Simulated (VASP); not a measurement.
# Ni (Fmmm) in VASP: single point with PBE

Aim: the single point of Ni with PBE.

Everything below comes from runs of VASP 6.6.1. Logs are shortened: lines on timing, memory, paths and dates and some standing lists are left out, and cuts for length are marked.

**1. The cell of the first run**

It takes space group Fmmm (No. 69, orthorhombic). Conventional cell: a = 2.800 Å, b = 3.775 Å, c = 4.145 Å, α = 90.00°, β = 90.00°, γ = 90.00°. Within 3.1 Å of Ni (site symmetry mmm) lie 14 Ni at 2.35 to 2.80 Å.

**2. Single point, PBE, collinear spin, ferromagnetic start (engineering shear strain xz -0.0933, engineering shear strain yz +0.0000)**

Input file INCAR:

```
SYSTEM = Ni
  ALGO = Normal
  EDIFF = 1E-6
  ENCUT = 520
  GGA = PE
  ISIF = 2
  ISMEAR = 0
  ISPIN = 2
  LASPH = .True.
  LCHARG = .False.
  LMAXMIX = 4
  LORBIT = 11
  LREAL = .False.
  LWAVE = .False.
  MAGMOM = 0.64
  NBANDS = 15
  NELM = 150
  PREC = Accurate
  SIGMA = 0.15
```

Input file KPOINTS:

```
k-points
0
Gamma
  22 22 22
  0 0 0
```

Input file POSCAR:

```
Ni
1.0
   -1.4654659309      1.4001489809      1.4654659309
    1.3348320309     -1.4001489809      1.3348320309
    1.4654659309      1.4001489809     -1.4654659309
Ni
1
Direct
    0.0000000000      0.0000000000      0.0000000000
```

Potentials or basis: VASP PAW PBE potentials, release 64 (Ni).

Started as:

```bash
$ cat potpaw_PBE.64/Ni/POTCAR > POTCAR
$ mpirun -np 1 vasp_std > vasp.out
```

OUTCAR:

```text
SYSTEM = Ni
   EDIFF = 1E-6
   ENCUT = 520
   GGA = PE
   ISIF = 2
   ISMEAR = 0
   ISPIN = 2
   LASPH = .True.
   LORBIT = 11
   LREAL = .False.
   NELM = 150
   PREC = Accurate

 ion  position               nearest neighbor table
   1  0.000  0.000  0.000-

  LATTYP: Found a face centered orthorhombic cell.
 ALAT       =     2.8002979618
 B/A-ratio  =     1.3482404996
 C/A-ratio  =     1.4801866251

  Lattice vectors:

 A1 = (   2.8002979618,   0.0000000000,  -0.1306339000)
 A2 = (   1.4654659309,   1.4001489809,  -1.4654659309)
 A3 = (   1.3348320309,   1.4001489809,   1.3348320309)

Analysis of symmetry for initial positions (statically):
=====================================================================
 Subroutine PRICEL returns:
 Original cell was already a primitive cell.

 Routine SETGRP: Setting up the symmetry group for a
 face centered orthorhombic supercell.

 Subroutine GETGRP returns: Found  8 space group operations
 (whereof  8 operations were pure point group operations)
 out of a pool of  8 trial point group operations.

The static configuration has the point symmetry D_2h.

Analysis of symmetry for dynamics (positions and initial velocities):
=====================================================================
 Subroutine PRICEL returns:
 Original cell was already a primitive cell.

 Routine SETGRP: Setting up the symmetry group for a
 face centered orthorhombic supercell.

 Subroutine GETGRP returns: Found  8 space group operations
 (whereof  8 operations were pure point group operations)
 out of a pool of  8 trial point group operations.

The dynamic configuration has the point symmetry D_2h.

Analysis of structural, dynamic, and magnetic symmetry:
=====================================================================
 Subroutine PRICEL returns:
 Original cell was already a primitive cell.

 Routine SETGRP: Setting up the symmetry group for a
 face centered orthorhombic supercell.

 Subroutine GETGRP returns: Found  8 space group operations
 (whereof  8 operations were pure point group operations)
 out of a pool of  8 trial point group operations.

The overall configuration has the point symmetry D_2h.

 Subroutine INISYM returns: Found  8 space group operations
 (whereof  8 operations are pure point group operations),
 and found     1 'primitive' translations

----------------------------------------------------------------------------------------

                                     Primitive cell

  volume of cell :      10.9556

  direct lattice vectors                    reciprocal lattice vectors
    -1.465465931  1.400148981  1.465465931     0.016695274  0.357104856  0.357883690
     1.334832031 -1.400148981  1.334832031     0.374578965  0.000000000  0.374578965
     1.465465931  1.400148981 -1.465465931     0.357883690  0.357104856  0.016695274

  length of vectors
     2.501119341  2.350312803  2.501119341     0.505849134  0.529734652  0.505849134

  position of ions in fractional coordinates (direct lattice)
     0.000000000  0.000000000  0.000000000

  ion indices of the primitive-cell ions
   primitive index   ion index
                 1           1

----------------------------------------------------------------------------------------

 KPOINTS: k-points

Automatic generation of k-mesh.
 Grid dimensions read from file:
 generate k-points for:   22   22   22

 Generating k-lattice:

  Cartesian coordinates                     Fractional coordinates (reciprocal lattice)
     0.000758876  0.016232039  0.016267440     0.045454545  0.000000000 -0.000000000
     0.017026317  0.000000000  0.017026317     0.000000000  0.045454545  0.000000000
     0.016267440  0.016232039  0.000758876    -0.000000000  0.000000000  0.045454545

  Length of vectors
     0.022993142  0.024078848  0.022993142

  Shift w.r.t. Gamma in fractional coordinates (k-lattice)
     0.000000000  0.000000000  0.000000000

 Subroutine IBZKPT returns following result:
 ===========================================

 Found   1530 irreducible k-points:

 Following reciprocal coordinates:
            Coordinates               Weight
  0.000000  0.000000  0.000000      1.000000
  0.045455 -0.000000  0.000000      8.000000
  0.090909 -0.000000  0.000000      8.000000
  0.136364 -0.000000  0.000000      8.000000
  0.181818  0.000000 -0.000000      8.000000
  0.227273  0.000000 -0.000000      8.000000
[... 16 lines left out ...]
  0.454545  0.045455 -0.000000      8.000000
  0.500000  0.045455 -0.000000      8.000000
 [... further k-points ...]
   k-points           NKPTS =   1530   k-points in BZ     NKDIM =   1530   number of bands    NBANDS=     15
   number of dos      NEDOS =    301   number of ions     NIONS =      1
   total plane-waves  NPLWV =   7200
   dimension x,y,z NGX =    20 NGY =   18 NGZ =   20
   dimension x,y,z NGXF=    40 NGYF=   36 NGZF=   40
   ions per type =               1
   NGX,Y,Z   is equivalent  to a cutoff of  13.29, 12.73, 13.29 a.u.
   NGXF,Y,Z  is equivalent  to a cutoff of  26.59, 25.46, 26.59 a.u.
 SYSTEM =  Ni
   PREC   = accura    normal or accurate (medium, high low for compatibility)
   ISTART =      0    job   : 0-new  1-cont  2-samecut
   ICHARG =      2    charge: 1-file 2-atom 10-const
   ISPIN  =      2    spin polarized calculation?
   LNONCOLLINEAR =      F non collinear calculations
   LSORBIT =      F    spin-orbit coupling
   LASPH  =      T    aspherical Exc in radial PAW
   ENCUT  =  520.0 eV  38.22 Ry    6.18 a.u.   4.65  4.37  4.65*2*pi/ulx,y,z
   NELM   =    150;   NELMIN=  2; NELMDL= -5     # of ELM steps
   EDIFF  = 0.1E-05   stopping-criterion for ELM
   LREAL  =      F    real-space projection
   EDIFFG = 0.1E-04   stopping-criterion for IOM
   NSW    =      0    number of steps for IOM
   IBRION =     -1    ionic relax: 0-MD 1-quasi-New 2-CG
   NFREE  =      0    steps in history (QN), initial steepest desc. (CG)
   ISIF   =      2    stress and relaxation
   ISYM   =      2    0-nonsym 1-usesym 2-fastsym
   POTIM  = 0.5000    time-step for ionic-motion
   TEBEG  =    0.0;   TEEND  =   0.0 temperature during run
   PSTRESS=    0.0 pullay stress
   NELECT =      10.0000    total number of electrons
   NUPDOWN=      -1.0000    fix difference up-down
   EMIN   =  10.00;   EMAX   =-10.00  energy-range for DOS
   EFERMI =   0.00;   METHOD = LEGACY
   ISMEAR =     0;   SIGMA  =   0.15  broadening in eV -4-tet -1-fermi 0-gaus
   EFERMI_NEDOS =   21; number of points for ismear=-14 and -15
   IALGO  =     38    algorithm
   IMIX   =      4    mixing-type and parameters
     AMIX     =   0.40;   BMIX     =  1.00
     AMIX_MAG =   1.60;   BMIX_MAG =  1.00
  volume/ion in A,a.u.               =      10.96        73.93
  Fermi-wavevector in a.u.,A,eV,Ry     =   1.588044  3.000969 34.312328  2.521885
  Thomas-Fermi vector in A             =   2.687109
   LORBIT       =     11    0 simple, 1 ext, 2 COOP (PROOUT), +10 PAW based schemes
   GGA     = PE    functional components
   LHFCALC =     F    Hartree Fock is set to
   AEXX    =    0.0000 exact exchange contribution
   IVDW    =     0    specifies the selected vdW correction
   LEPSILON=     F    determine dielectric tensor
   LRPA    =     F    only Hartree local field effects (RPA)
 spin polarized calculation
 Gauss-broadening in eV      SIGMA  =   0.15
  energy-cutoff  :      520.00
  volume of cell :       10.96
 maximum number of plane-waves:       313
   NGX =  9   NGY =  9   NGZ =  9

 number of electron      10.0000000 magnetization       0.6400000

 number of electron       9.9999989 magnetization       0.5303296

 Free energy of the ion-electron system (eV)
  ---------------------------------------------------
  ext. energy  EPLUGINS =         0.00000000
  ---------------------------------------------------
  free energy    TOTEN  =        -5.34033657 eV

  energy without entropy =       -5.32124200  energy(sigma->0) =       -5.33078928

 E-fermi :   9.1595     XC(G=0): -13.2046

 val. band max:        9.1593487378   @ k =  -0.3636   0.2273   0.3636
 cond. band min:       9.1597271768   @ k =   0.4091   0.3182   0.3182
 fundamental gap:      0.0003784389
 Fermi energy:         9.1594665689

 spin component 1

 k-point     1 :       0.0000    0.0000    0.0000
  band No.  band energies     occupation
      1       0.3176      1.00000
      2       6.5184      1.00000
      3       6.8224      1.00000
      4       7.2603      1.00000
      5       8.2989      1.00000
      6       8.3736      1.00000
      7      33.7229      0.00000
      8      35.6203      0.00000
      9      36.5361      0.00000
     10      38.6262      0.00000
     11      39.9798      0.00000
     12      40.4748      0.00000
     13      41.3121      0.00000
     14      41.9956      0.00000
     15      42.4198      0.00000

 k-point     2 :       0.0455   -0.0000    0.0000
  band No.  band energies     occupation
      1       0.4031      1.00000
      2       6.5275      1.00000
      3       6.8340      1.00000
      4       7.2596      1.00000
      5       8.2830      1.00000
      6       8.3684      1.00000
      7      33.4836      0.00000
      8      35.0869      0.00000
      9      36.2140      0.00000
     10      38.3987      0.00000
     11      39.1300      0.00000
     12      40.6289      0.00000
     13      41.2856      0.00000
     14      42.1606      0.00000
     15      42.9771      0.00000
[... 365 lines left out ...]
      3       8.1925      1.00000
      4       8.3013      1.00000
      5       8.7925      0.99973
      6       9.8919      0.00000
      7      15.7604      0.00000
      8      26.9377      0.00000
      9      29.6705      0.00000
     10      32.7094      0.00000
     11      37.8580      0.00000
     12      44.5239      0.00000
     13      48.8678      0.00000
     14      50.6432      0.00000
     15      54.3960      0.00000

 k-point    24 :       0.5000    0.0455   -0.0000
  band No.  band energies     occupation
      1       4.6415      1.00000
      2       5.9817      1.00000
      3       8.2200      1.00000
      4       8.2809      1.00000
      5       8.8192      0.99933
      6       9.8157      0.00000
      7      15.8226      0.00000
      8      26.9078      0.00000
      9      29.5785      0.00000
     10      32.7567      0.00000
     11      37.9513      0.00000
     12      44.5392      0.00000
     13      48.7733      0.00000
     14      50.7091      0.00000
     15      54.4319      0.00000

 [... further k-points ...]

 spin component 2

 k-point     1 :       0.0000    0.0000    0.0000
  band No.  band energies     occupation
      1       0.3061      1.00000
      2       7.1320      1.00000
      3       7.4439      1.00000
      4       7.9148      1.00000
      5       8.7850      0.99979
      6       8.8512      0.99817
      7      33.6467      0.00000
      8      35.5257      0.00000
      9      36.4609      0.00000
     10      38.6476      0.00000
     11      40.1449      0.00000
     12      40.4118      0.00000
     13      41.4809      0.00000
     14      42.1235      0.00000
     15      42.5781      0.00000

 k-point     2 :       0.0455   -0.0000    0.0000
  band No.  band energies     occupation
      1       0.3917      1.00000
      2       7.1408      1.00000
      3       7.4556      1.00000
      4       7.9134      1.00000
      5       8.7681      0.99989
      6       8.8458      0.99845
      7      33.4189      0.00000
      8      35.0127      0.00000
      9      36.1504      0.00000
     10      38.4443      0.00000
     11      39.2402      0.00000
     12      40.6757      0.00000
     13      41.3623      0.00000
     14      42.2913      0.00000
     15      43.0917      0.00000
[... 365 lines left out ...]
      3       8.6201      1.00000
      4       8.7986      0.99967
      5       9.2579      0.17664
      6      10.2281      0.00000
      7      16.0796      0.00000
      8      26.9416      0.00000
      9      29.7339      0.00000
     10      32.8100      0.00000
     11      37.9353      0.00000
     12      44.4942      0.00000
     13      48.9364      0.00000
     14      50.6629      0.00000
     15      55.2317      0.00000

 k-point    24 :       0.5000    0.0455   -0.0000
  band No.  band energies     occupation
      1       4.9825      1.00000
      2       6.5555      1.00000
      3       8.6642      1.00000
      4       8.7614      0.99991
      5       9.2815      0.12505
      6      10.1606      0.00000
      7      16.1381      0.00000
      8      26.9128      0.00000
      9      29.6437      0.00000
     10      32.8554      0.00000
     11      38.0277      0.00000
     12      44.5084      0.00000
     13      48.8460      0.00000
     14      50.7294      0.00000
     15      55.2941      0.00000

 [... further k-points ...]

------------------------ aborting loop because EDIFF is reached ----------------------------------------

  FORCE on cell =-STRESS in cart. coord.  units (eV):
  Direction    XX          YY          ZZ          XY          YZ          ZX
  --------------------------------------------------------------------------------------
  -------------------------------------------------------------------------------------
  Total        0.0929461      0.2113572      0.0929461      0.0000000      0.0000000      0.9448017
  in kB       13.5926854     30.9094378     13.5926854      0.0000000      0.0000000    138.1702910
  external PRESSURE =      19.3649362 kB  Pullay stress =       0.0000000 kB

 VOLUME and BASIS-vectors are now :
 -----------------------------------------------------------------------------
  energy-cutoff  :      520.00
  volume of cell :       10.96
      direct lattice vectors                 reciprocal lattice vectors
    -1.465465931  1.400148981  1.465465931     0.016695274  0.357104856  0.357883690
     1.334832031 -1.400148981  1.334832031     0.374578965  0.000000000  0.374578965
     1.465465931  1.400148981 -1.465465931     0.357883690  0.357104856  0.016695274

 POSITION                                       TOTAL-FORCE (eV/Angst)
 -----------------------------------------------------------------------------------
      0.00000      0.00000      0.00000        -0.000000     -0.000000      0.000000
 -----------------------------------------------------------------------------------
    total drift:                                0.000000     -0.000000      0.000000

  FREE ENERGIE OF THE ION-ELECTRON SYSTEM (eV)
  ---------------------------------------------------
  free  energy   TOTEN  =        -5.3403365664 eV

  energy  without entropy=       -5.3212419973  energy(sigma->0) =       -5.33078928

 total charge

# of ion       s       p       d       tot
------------------------------------------
    1        0.491   0.484   8.337   9.312

 magnetization (x)

# of ion       s       p       d       tot
------------------------------------------
    1       -0.004  -0.016   0.557   0.538
```

Run time: 4.2 min. Hardware: 1 thread of AMD EPYC 9R45 (Zen 5), shared host; peak memory 0.42 GiB.

What came out:

```yaml
Free_energy: -5.3403 eV
Pressure: 1.9 GPa
Net_moment: 0.53 μB per cell
Site_moments: Ni +0.54 μB
Valence_electrons_inside_the_program's_atomic_spheres: Ni 9.31
```

Caveat: the cell differs from its parent crystal (engineering shear strain xz -0.0933, engineering shear strain yz +0.0000).
